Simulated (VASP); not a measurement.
Input of a VASP 6.6.1 run:

File INCAR:

```
PREC = Accurate ; ENCUT = 600
EDIFF = 1E-8 ; ISMEAR = -1
SIGMA = 0.15 ; LREAL = F
LASPH = T ; NELM = 80
ALGO = Normal ; ISIF = 3
LWAVE = F ; LCHARG = F
GGA = PE ; IBRION = 6
NFREE = 2 ; POTIM = 0.015
NSW = 1
```

KPOINTS

```
regular mesh
0
Gamma
  12 12 12
```

POSCAR

```
Sr
1.0
    0.0000000000      3.0223654551      3.0223654551
    3.0223654551      0.0000000000      3.0223654551
    3.0223654551      3.0223654551      0.0000000000
Sr
1
Direct
    0.0000000000      0.0000000000      0.0000000000
```

Potentials or basis: VASP PAW PBE potentials, release 64 (Sr_sv).

Run with:

```console
$ cat potpaw_PBE.64/Sr_sv/POTCAR > POTCAR
$ mpirun -np 1 vasp_std > vasp.out
```

**Question.** Predict the elastic constants C11, C12, C44.

**Answer.** 15, 10, 11 GPa.

**Question.** Estimate the Voigt bulk modulus.

**Answer.** 12 GPa.

Elastic tensor in Voigt notation (GPa, in the Cartesian axes of the cell as first typed):
```
15 10 10  0  0  0
10 15 10  0  0  0
10 10 15  0  0  0
 0  0  0 11  0  0
 0  0  0  0 11  0
 0  0  0  0  0 11
```
